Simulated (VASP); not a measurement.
A run of VASP 6.6.1:

Contents of POSCAR:

```
TiC
1.0
    2.3364927053      0.0000000000      0.0000000000
    0.0000000000      2.3364927053      0.0000000000
    0.0000000000      0.0000000000      2.3364927053
Ti C
1 1
Direct
    0.0000000000      0.0000000000      0.0000000000
    0.5000000000      0.5000000000      0.5000000000
```

INCAR.step1

```
  PREC = Accurate
  ENCUT = 520
  EDIFF = 1E-6
  ISMEAR = -1
  SIGMA = 0.08
  LREAL = False
  LASPH = True
  NELM = 60
  ALGO = Normal
  ISIF = 2
  LWAVE = False
  LCHARG = True
  LMAXMIX = 4
  GGA = PE
  NBANDS = 15
```

File KPOINTS.step1:

```
Automatic mesh
0
Gamma
  14 14 14
```

File INCAR.step2:

```
  PREC = Accurate
  ENCUT = 520
  EDIFF = 1E-6
  ISMEAR = -5
  SIGMA = 0.08
  LREAL = False
  LASPH = True
  NELM = 60
  ALGO = Normal
  ISIF = 2
  LWAVE = False
  LCHARG = False
  LMAXMIX = 4
  GGA = PE
  LORBIT = 11
  NBANDS = 15
  NEDOS = 2001
  ICHARG = 11
```

File KPOINTS.step2:

```
Automatic mesh
0
Gamma
  21 21 21
```

Potentials or basis: VASP PAW PBE potentials, release 64 (Ti_sv, C).

Run with:

```bash
$ cat potpaw_PBE.64/Ti_sv/POTCAR potpaw_PBE.64/C/POTCAR > POTCAR
$ cp INCAR.step1 INCAR
$ cp KPOINTS.step1 KPOINTS
$ mpirun -np 1 vasp_std > vasp.out
$ cp INCAR.step2 INCAR
$ cp KPOINTS.step2 KPOINTS
$ mpirun -np 1 vasp_std > vasp.out
```

Hardware: 1 thread of Intel Xeon 8259CL, on a shared host.

Q: Estimate the wall time of this run.

A: Wall time 81 s on 1 thread of Intel Xeon 8259CL (shared host), peak memory 0.17 GiB. Counts: k points 286.
